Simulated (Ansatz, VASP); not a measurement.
## Al2O3 in VASP and in Ansatz

The input INCAR:

```
SYSTEM = Al2O3
PREC = Accurate
ENCUT = 520
EDIFF = 1E-7
ISMEAR = 0
SIGMA = 0.05
LREAL = .FALSE.
LASPH = .TRUE.
NELM = 100
ALGO = Normal
ISIF = 2
LWAVE = .FALSE.
LCHARG = .FALSE.
GGA = PE
IVDW = 12
NBANDS = 20
```

Contents of KPOINTS:

```
Automatic mesh
0
G
  9 9 4
  0 0 0
```

The input POSCAR:

```
Al2O3
1.0
    2.8672039189      0.0000000000      0.0000000000
   -1.4336019595      2.4830714316      0.0000000000
    0.0000000000      0.0000000000      7.2962596973
Al O
2 3
Direct
    0.0000000000      0.0000000000      0.1907358529
    0.0000000000      0.0000000000      0.8092641471
    0.3333333333      0.6666666667      0.2772396691
    0.6666666667      0.3333333333      0.0000000000
    0.3333333333      0.6666666667      0.7227603309
```

Input for Ansatz:

```yaml
crystal:
  lattice:
    - [2.8672039189, 0.0, 0.0]
    - [-1.4336019595, 2.4830714316, 0.0]
    - [0.0, 0.0, 7.2962596973]
  atoms:
    - { symbol: Al, position: [0.0, 0.0, 0.1907358529] }
    - { symbol: Al, position: [0.0, 0.0, 0.8092641471] }
    - { symbol: O, position: [0.3333333333, 0.6666666667, 0.2772396691] }
    - { symbol: O, position: [0.6666666667, 0.3333333333, 0.0] }
    - { symbol: O, position: [0.3333333333, 0.6666666667, 0.7227603309] }
basis:
  ecutwfc: 520.0
kpoints:
  mp_grid: { grid: [9, 9, 4] }
hamiltonian:
  xc: pbe
  pseudopotentials: { kind: paw, azcp: { folder: soft_1 } }
  dispersion: d3bj
scf:
  occupations: { method: gaussian, width: 0.05 }
output:
  forces: true
  stress: true
  eigenvalues: true
```

Alike in both runs: task single point; functional PBE; dispersion D3(BJ); k mesh 9 × 9 × 4; occupations gaussian, width 0.05 eV; no spin polarisation.

|  | VASP | Ansatz |
| --- | --- | --- |
| version | VASP 6.6.1 | Ansatz 0.2.0 |
| potentials or method | VASP PAW PBE potentials, release 64 (Al, O), cutoff 520 eV | scalar-relativistic, plane waves, PAW |
| valence electrons in the cell | 24 | 24 |

|  | VASP | Ansatz | Ansatz less VASP |
| --- | --- | --- | --- |
| gap on the k mesh at the Fermi level (eV) | 4.74 | 4.75 | +0.014 |
| least direct gap on the mesh (eV) | 4.89 | 4.90 | +0.012 |
| pressure (GPa) | 3.8 | 3.8 | -0.05 |
| traceless stress, the component that is largest in VASP (GPa) | -0.27 | -0.02 | +0.249 |
| rms of the force components (eV/Å) | 0.424 | 0.442 | +0.0178 |

Atom by atom the forces differ by 0.018 eV/Å (rms over components).
